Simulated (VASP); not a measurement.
The system is MgS.

```
Mg S
1.0
     4.02863    0.00000    0.00000
    -2.01431    3.48889    0.00000
     0.00000    0.00000    6.45439
Mg S
2 2
Direct
  0.33333 0.66667 0.99713
  0.66667 0.33333 0.49713
  0.33333 0.66667 0.37787
  0.66667 0.33333 0.87787
```

Program: VASP 6.6.1. Alike in all runs: task single point; no spin polarisation; cell as given; cutoff (eV) 520; smearing gaussian 0.01 eV.

Q: Order these runs on this cell by their band gap on the k mesh, lowest first.
A. level LDA; potentials or basis VASP PAW LDA potentials, release 64 (Mg, S); k mesh 6 × 6 × 4
B. level r2SCAN; potentials or basis VASP PAW PBE potentials, release 64 (Mg, S); k mesh 6 × 6 × 4
C. level PBE; potentials or basis VASP PAW PBE potentials, release 64 (Mg, S); k mesh 6 × 6 × 4
D. level HSE06; potentials or basis VASP PAW PBE potentials, release 64 (Mg, S); k mesh 6 × 6 × 2; grid for exact exchange (PRECFOCK) Normal; share of exact exchange 0.25; screening parameter 0.2079 1/Å

A: A (3.19 eV), C (3.47 eV), B (4.13 eV), D (4.52 eV).

Caveats: some runs use coarse meshes.
